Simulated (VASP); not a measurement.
HfSiO4:

```xyz
6
Lattice="0.0000 3.1755 3.1755 3.1755 0.0000 3.1755 3.1755 3.1755 0.0000" Properties=species:S:1:pos:R:3 pbc="T T T"
Hf    1.5877    1.5877    1.5877
Si    0.0000    0.0000    0.0000
O     3.9758    3.9758    3.9758
O     2.3751    2.3751    3.9758
O     2.3751    3.9758    2.3751
O     3.9758    2.3751    2.3751
```

```yaml
Program: VASP 6.6.1
Task: relaxation of cell and atoms
Functional: PBEsol
Potentials_or_basis: VASP PAW PBE potentials, release 64 (Hf_pv, Si, O)
Cutoff: 600 eV
k_mesh: 6 × 6 × 6
Occupations: fermi-dirac, width 0.03 eV
Spin: no spin polarisation
```

At the start: pressure -10.5 GPa; volume 10.67 Å³/atom.

**Question.** Where does the relaxation end?

**Answer.** Over 4 steps the energy falls by 28.7 meV/atom and the volume is 9.98 Å³/atom (-6.5 %); space group F-43m (No. 216, to 0.05 Å).

Step by step:
| step | energy change (eV) | largest force (eV/Å) | pressure (GPa) | volume (Å³) |
| --- | --- | --- | --- | --- |
| 1 | 0.0000 | 0.5130 | -10.54 | 64.04 |
| 2 | -0.1274 | 0.0710 | 6.95 | 57.75 |
| 3 | -0.1696 | 0.1660 | 0.41 | 59.72 |
| 4 | -0.1721 | 0.0095 | 0.04 | 59.86 |

Final structure:
```
Hf Si O
1.0
     0.00000    3.10487    3.10487
     3.10487    0.00000    3.10487
     3.10487    3.10487    0.00000
Hf Si O
1 1 4
Direct
  0.25000 0.25000 0.25000
  0.00000 0.00000 0.00000
  0.62380 0.62380 0.62380
  0.62380 0.62380 0.12861
  0.62380 0.12861 0.62380
  0.12861 0.62380 0.62380
```

Caveat: the PAW data sets were made with another functional, which shifts forces and pressure a little.
